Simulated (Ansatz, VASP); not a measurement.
**HfN: VASP beside Ansatz**

```
Hf N
1.0
     2.25087    2.25087    0.00000
    -2.25087    2.25087    0.00000
     0.00000    0.00000    4.43421
Hf N
2 2
Cartesian
  0.0000 0.0000 0.0000
  0.0000 2.2509 2.2171
  0.0000 2.2509 0.0000
  0.0000 0.0000 2.2171
```

Change from the starting cell: strain along c alone, the other axes held, atoms relaxed: -1.5 %.

Alike in both runs: task single point; functional PBEsol; k mesh 16 × 16 × 12; occupations gaussian, width 0.1 eV; no spin polarisation.

|  | VASP | Ansatz |
| --- | --- | --- |
| version | VASP 6.6.1 | Ansatz 0.2.0 |
| potentials or method | VASP PAW PBE potentials, release 64 (Hf_pv, N), cutoff 520 eV | scalar-relativistic, plane waves, PAW |
| valence electrons in the cell | 30 | 62 |

|  | VASP | Ansatz | Ansatz less VASP |
| --- | --- | --- | --- |
| gap on the k mesh at the Fermi level (eV) | none | none | - |
| pressure (GPa) | 2.3 | 4.5 | +2.19 |
| traceless stress, the component that is largest in VASP (GPa) | 5.80 | 5.83 | +0.025 |

VASP's potentials were made for PBE, not for PBEsol. A gap of «none» marks a metal or a gap that the smearing closes. With one functional, cell and mesh, what is left measures potentials, basis and numerics. VASP's potentials hold 30 valence electrons a cell and Ansatz's 62, so a difference there can come from the potentials and not from the codes.

Neither program's run includes spin-orbit coupling.
